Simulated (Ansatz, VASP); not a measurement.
**BaCrF6 in VASP and in Ansatz**

The input INCAR:

```
ALGO = Normal ; EDIFF = 1E-6
ENCUT = 700 ; GGA_COMPAT = F
ISIF = 2 ; ISMEAR = 0
ISPIN = 2 ; LASPH = T
LCHARG = T ; LDAU = T
LDAUJ = 0 0.5 0 ; LDAUL = -1 2 -1
LDAUPRINT = 1 ; LDAUTYPE = 1
LDAUU = 0 4 0 ; LELF = T
LMAXMIX = 4 ; LORBIT = 11
LREAL = F ; LVHAR = T
LWAVE = F ; MAGMOM = 0 2 0 0 0 0 0 0
NBANDS = 47 ; NELM = 200
PREC = Accurate ; SIGMA = 0.05
```

File KPOINTS:

```
k-points
0
Gamma
  4 4 4
```

File POSCAR:

```
BaCrF6
1.0
    3.6639988200      2.1154107000      2.3789998200
   -3.6639988200      2.1154107000      2.3789998200
    0.0000000000     -4.2308214000      2.3789998200
Ba Cr F
1 1 6
Direct
    0.5000000000      0.5000000000      0.5000000000
    0.0000000000      0.0000000000      0.0000000000
    0.2600000000      0.8970000000      0.2600000000
    0.2600000000      0.2600000000      0.8970000000
    0.8970000000      0.2600000000      0.2600000000
    0.7400000000      0.1030000000      0.7400000000
    0.1030000000      0.7400000000      0.7400000000
    0.7400000000      0.7400000000      0.1030000000
```

Input for Ansatz:

```yaml
crystal:
  lattice:
    - [3.66399882, 2.1154107, 2.37899982]
    - [-3.66399882, 2.1154107, 2.37899982]
    - [0.0, -4.2308214, 2.37899982]
  atoms:
    - { symbol: Ba, position: [0.5, 0.5, 0.5] }
    - { symbol: Cr, position: [0.0, 0.0, 0.0], spin: 2.0 }
    - { symbol: F, position: [0.26, 0.897, 0.26] }
    - { symbol: F, position: [0.26, 0.26, 0.897] }
    - { symbol: F, position: [0.897, 0.26, 0.26] }
    - { symbol: F, position: [0.74, 0.103, 0.74] }
    - { symbol: F, position: [0.103, 0.74, 0.74] }
    - { symbol: F, position: [0.74, 0.74, 0.103] }
basis:
  ecutwfc: 420
  ecutrho_ratio: 4
kpoints:
  mp_grid: { grid: [4, 4, 4] }
hamiltonian:
  xc: lda
  hubbard: { sites: [{ site: 1, l: d, u: 4.0, j: 0.5 }] }
scf:
  occupations: { method: gaussian, width: 0.05 }
  lower_state_search: "off"
  max_iter: 150
output:
  forces: true
  stress: true
  eigenvalues: true
  populations: true
  hubbard: { sites: [{ site: 1, l: d }] }
magnetization:
  spin_polarized: true
```

Alike in both runs: task single point; functional LDA; k mesh 4 × 4 × 4; occupations gaussian, width 0.05 eV; collinear spin; Hubbard terms Cr d U = 4.0 eV, J = 0.5 eV.

```csv
,VASP,Ansatz
version,VASP 6.6.1,Ansatz 0.2.0
potentials or method,"VASP PAW LDA potentials, release 64 (Ba_sv, Cr_sv, F), cutoff 700 eV","scalar-relativistic, plane waves, PAW"
valence electrons in the cell,66,66
```

|  | VASP | Ansatz | Ansatz less VASP |
| --- | --- | --- | --- |
| gap on the k mesh at the Fermi level (eV) | none | none | - |
| pressure (GPa) | -4.0 | -4.4 | -0.38 |
| traceless stress, the component that is largest in VASP (GPa) | 3.41 | 3.44 | +0.027 |
| rms of the force components (eV/Å) | 0.333 | 0.319 | -0.0140 |
| net moment per atom (μB) | 0.25 | 0.25 | 0.000 |
| size of the moment on the site where the two differ most (μB) | 1.94 | 1.74 | -0.196 |

LDA's correlation is that of Perdew and Zunger in VASP and of Perdew and Wang (1992) in Ansatz. Site moments also hang on the region over which each program counts them. The programs project onto different local orbitals, so the same U acts differently, and such runs can settle in different states. Atom by atom the forces differ by 0.014 eV/Å (rms over components). A gap of «none» marks a metal or a gap that the smearing closes. Ansatz's warnings: filled band counts differ across k points.

Neither program's run includes spin-orbit coupling.
